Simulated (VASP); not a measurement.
## Nd2H3: single point with PBE

Nd2H3:

```xyz
10
Lattice="2.3423 -2.9193 -0.0004 2.3421 2.9192 0.0007 0.0009 0.0004 11.8358" Properties=species:S:1:pos:R:3 pbc="T T T"
Nd    2.3421    0.2119    0.4937
Nd    2.3430   -0.2113    6.4118
Nd    2.3411   -2.7914    3.4151
Nd    2.3439    2.7905    9.3341
H     2.3432    2.4563   11.6406
H     2.3429   -2.4555    5.7218
H     1.1982   -1.3383    1.9346
H     3.4873    1.3383    7.8515
H     3.4843   -1.3394    1.9343
H     1.2006    1.3406    7.8515
```

| Property | Result |
| --- | --- |
| Program | VASP 6.6.1 |
| Task | single point |
| Functional | PBE |
| Potentials or basis | VASP PAW PBE potentials, release 64 (Nd_3, H), 4f in core |
| Cutoff | 500 eV |
| k mesh | 6 × 6 × 2 |
| Occupations | gaussian, width 0.2 eV |
| Spin | no spin polarisation |
| Dipole correction | no |
| Further INCAR settings | ALGO = Normal; EDIFF = 1e-06; NBANDS = 36 |

```json
{
 "Pressure": "0.1 GPa",
 "Largest force": "0.022 eV/Å",
 "Band gap on the k mesh": "zero (bands 25 and 26 overlap by 0.75 eV)"
}
```

Forces in eV/Å, atoms in the order of the input:
```
Nd  -0.001 -0.010  0.006
Nd   0.000  0.011  0.001
Nd   0.002  0.001 -0.019
Nd   0.000  0.003 -0.022
H    0.000  0.003  0.008
H    0.000 -0.003  0.007
H    0.004  0.002  0.003
H   -0.006 -0.003  0.008
H   -0.002  0.003  0.003
H    0.003 -0.007  0.006
```

Stress tensor (GPa, compression positive):
```
 0.06  0.00  0.00
 0.00  0.06 -0.01
 0.00 -0.01  0.16
```

Levels at points of the mesh, in eV from the Fermi level:
| k point | band 21 | band 22 | band 23 | band 24 | band 25 | band 26 | band 27 | band 28 | band 29 | band 30 |
| --- | --- | --- | --- | --- | --- | --- | --- | --- | --- | --- |
| (0.00, 0.00, 0.00) | -3.52 | -3.40 | -1.09 | -0.90 | -0.05 | 0.59 | 0.73 | 0.98 | 1.89 | 2.08 |
| (0.50, 0.00, 0.00) | -3.64 | -3.55 | -0.53 | -0.38 | 0.11 | 0.34 | 0.37 | 0.38 | 2.06 | 2.15 |
| (0.00, 0.50, 0.00) | -3.64 | -3.55 | -0.53 | -0.38 | 0.11 | 0.34 | 0.37 | 0.38 | 2.06 | 2.15 |
| (0.50, 0.50, 0.00) | -3.60 | -3.29 | -1.69 | -0.96 | -0.47 | -0.24 | 0.94 | 1.22 | 1.87 | 1.88 |
| (0.00, 0.00, 0.50) | -3.46 | -3.46 | -1.09 | -1.09 | 0.26 | 0.26 | 1.29 | 1.29 | 1.42 | 1.42 |
| (0.50, 0.00, 0.50) | -3.57 | -3.57 | -0.34 | -0.34 | 0.08 | 0.08 | 0.40 | 0.40 | 2.01 | 2.01 |
| (0.00, 0.50, 0.50) | -3.57 | -3.57 | -0.34 | -0.34 | 0.08 | 0.08 | 0.40 | 0.40 | 2.01 | 2.01 |
| (0.50, 0.50, 0.50) | -3.45 | -3.45 | -1.39 | -1.39 | -0.29 | -0.28 | 1.38 | 1.38 | 1.80 | 1.80 |

Wall time 3.4 min on 1 thread of Intel(R) Xeon(R) Platinum 8259CL CPU @ 2.50GHz (Skylake/Cascade Lake), on a shared host, peak memory 0.35 GiB.

Caveat: spin-orbit coupling is left out, which moves the levels of the heavy elements; the 4f electrons are frozen in the core, so they carry no moment and show no levels. Spin polarisation is off, so any magnetic state and its effect on volume and gap are missing.
